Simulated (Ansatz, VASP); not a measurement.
Two plane-wave programs on InSb3

The input INCAR:

```
SYSTEM = InSb3
  PREC = Accurate
  ENCUT = 500
  EDIFF = 1E-6
  ISMEAR = 0
  SIGMA = 0.1
  LREAL = .False.
  LASPH = .True.
  NELM = 120
  ALGO = Normal
  ISIF = 2
  LWAVE = .False.
  LCHARG = .False.
  GGA = PS
  IVDW = 12
  NBANDS = 22
  GGA_COMPAT = .False.
```

File KPOINTS:

```
Automatic mesh
0
Gamma
  10 10 10
  0 0 0
```

The input POSCAR:

```
InSb3
1.0
    0.0000000000      3.6250733050      3.6250733050
    3.6250733050      0.0000000000      3.6250733050
    3.6250733050      3.6250733050      0.0000000000
In Sb
1 3
Direct
    0.0000000000      0.0000000000      0.0000000000
    0.2500000000      0.2500000000      0.2500000000
    0.7500000000      0.7500000000      0.7500000000
    0.5000000000      0.5000000000      0.5000000000
```

Input for Ansatz:

```yaml
crystal:
  lattice:
    - [0.0, 3.625073305, 3.625073305]
    - [3.625073305, 0.0, 3.625073305]
    - [3.625073305, 3.625073305, 0.0]
  atoms:
    - { symbol: In, position: [0.0, 0.0, 0.0] }
    - { symbol: Sb, position: [0.25, 0.25, 0.25] }
    - { symbol: Sb, position: [0.75, 0.75, 0.75] }
    - { symbol: Sb, position: [0.5, 0.5, 0.5] }
basis:
  ecutwfc: 420
kpoints:
  mp_grid: { grid: [10, 10, 10] }
hamiltonian:
  xc: pbesol
  dispersion: d3bj
scf:
  occupations: { method: gaussian, width: 0.1 }
output:
  forces: true
  stress: true
  eigenvalues: true
```

Alike in both runs: task single point; functional PBEsol; dispersion D3(BJ); k mesh 10 × 10 × 10; occupations gaussian, width 0.1 eV; no spin polarisation.

|  | VASP | Ansatz |
| --- | --- | --- |
| version | VASP 6.6.1 | Ansatz 0.2.0 |
| potentials or method | VASP PAW PBE potentials, release 64 (In_d, Sb), cutoff 500 eV | scalar-relativistic, plane waves, PAW |
| valence electrons in the cell | 28 | 58 |

|  | VASP | Ansatz | Ansatz less VASP |
| --- | --- | --- | --- |
| gap on the k mesh at the Fermi level (eV) | none | none | - |
| pressure (GPa) | 2.4 | 2.4 | -0.06 |

VASP's potentials were made for PBE, not for PBEsol. A gap of «none» marks a metal or a gap that the smearing closes. VASP's potentials hold 28 valence electrons a cell and Ansatz's 58, so a difference there can come from the potentials and not from the codes.

Spin-orbit coupling is off throughout.
